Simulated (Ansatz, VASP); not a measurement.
## Se3Br: VASP beside Ansatz

```
Se Br
1.0
    -1.90124    1.90124    8.48190
     1.90124   -1.90124    8.48190
     1.90124    1.90124   -8.48190
Se Br
3 1
Direct
  0.25000 0.75000 0.50000
  0.75000 0.25000 0.50000
  0.50000 0.50000 0.00000
  0.00000 0.00000 0.00000
```

Alike in both runs: task single point; functional PBE; k mesh 6 × 6 × 6; occupations gaussian, width 0.1 eV; no spin polarisation.

|  | VASP | Ansatz |
| --- | --- | --- |
| version | VASP 6.6.1 | Ansatz 0.2.0 |
| potentials or method | VASP PAW PBE potentials, release 64 (Se, Br), cutoff 520 eV | scalar-relativistic, plane waves, PAW |
| valence electrons in the cell | 25 | 55 |

Ansatz gave:

```
gap on the k mesh at the Fermi level (eV)                     : none
pressure (GPa)                                                : 0.3
traceless stress, the component that is largest in VASP (GPa) : -0.09
```

Q: What did VASP give for the same quantities?

A: gap on the k mesh at the Fermi level (eV): none; pressure (GPa): 0.3; traceless stress, the component that is largest in VASP (GPa): -0.10.

A gap of «none» marks a metal or a gap that the smearing closes. With one functional, cell and mesh, what is left measures potentials, basis and numerics. VASP's potentials hold 25 valence electrons a cell and Ansatz's 55, so a difference there can come from the potentials and not from the codes.

The k mesh is coarse, so the values compare programs but aren't converged.
